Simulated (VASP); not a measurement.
ZrB2: electric field gradients with LDA

The system is ZrB2.

```xyz
3
Lattice="3.1650 0.0000 0.0000 -1.5825 2.7410 0.0000 0.0000 0.0000 3.5200" Properties=species:S:1:pos:R:3 pbc="T T T"
Zr    0.0000    0.0000    0.0000
B     0.0000    1.8273    1.7600
B     1.5825    0.9137    1.7600
```

```yaml
Program: VASP 6.6.1
Task: electric field gradients
Functional: LDA
Potentials_or_basis: VASP PAW LDA potentials, release 64 (Zr_sv, B)
Cutoff: 520 eV
k_mesh: 12 × 12 × 9
Occupations: fermi-dirac, width 0.05 eV
Spin: no spin polarisation
Dipole_correction: no
Further_INCAR_settings: ALGO = Normal; EDIFF = 1e-08; NBANDS = 16
```

- Pressure: -6.8 GPa
- Band gap on the k mesh: zero (band 9 reaches 11.28 eV, above the bottom of band 10 at 10.01 eV)

Stress tensor (GPa, compression positive):
```
-7.25  0.00  0.00
 0.00 -7.25  0.00
 0.00  0.00 -5.97
```

Levels at points of the mesh, in eV from the Fermi level:
```
           k point  band 7  band 8  band 9  band 10  band 11  band 12
(0.00, 0.00, 0.00)   -2.72   -2.67   -2.34     3.33     3.33     4.12
(0.50, 0.00, 0.00)   -3.97   -3.11   -2.78     2.20     2.23     4.87
```

Electric field gradients, principal values (V/Å²):
```
atom    least   middle  greatest (by size)
1 Zr  -22.445  -22.445              44.889
 2 B   -0.880   -0.880               1.760
 3 B   -0.880   -0.880               1.760
```

Run time: 30 s on 1 thread of Intel(R) Xeon(R) Platinum 8259CL CPU @ 2.50GHz (Skylake/Cascade Lake), on a shared host, peak memory 0.16 GiB.

Caveat: without QUAD_EFG the Cq values of the log hold for a quadrupole moment of 1 mb, not for the nuclei.
